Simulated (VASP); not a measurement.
# Cu: single point with PBEsol

Cu:

```xyz
2
Lattice="2.5115 0.0000 0.0000 -1.2557 2.1750 0.0000 0.0000 0.0000 4.1425" Properties=species:S:1:pos:R:3 pbc="T T T"
Cu    0.0000    1.4500    1.0356
Cu    1.2557    0.7250    3.1069
```

```
Program             : VASP 6.6.1
Task                : single point
Functional          : PBEsol
Potentials or basis : VASP PAW PBE potentials, release 64 (Cu)
Cutoff              : 520 eV
k mesh              : 11 × 11 × 6
Occupations         : methfessel-paxton, width 0.05 eV
Spin                : no spin polarisation
```

The pressure is 0.7 GPa. The band gap on the k mesh is zero (band 11 reaches 11.46 eV, above the bottom of band 12 at 5.93 eV).

Levels at points of the mesh, in eV from the Fermi level:
| k point | band 8 | band 9 | band 10 | band 11 | band 12 | band 13 | band 14 | band 15 |
| --- | --- | --- | --- | --- | --- | --- | --- | --- |
| (0.00, 0.00, 0.00) | -2.64 | -2.64 | -1.87 | -1.87 | -1.35 | 3.72 | 21.73 | 22.48 |
| (0.00, 0.00, 0.50) | -3.23 | -2.11 | -2.11 | -2.11 | -2.11 | 12.42 | 12.42 | 22.43 |

It took 9.3 s on 1 thread of Intel(R) Xeon(R) 6975P-C (Granite Rapids) (shared host), peak memory 0.14 GiB.

Caveat: the PAW data sets were made with another functional, which shifts forces and pressure a little.
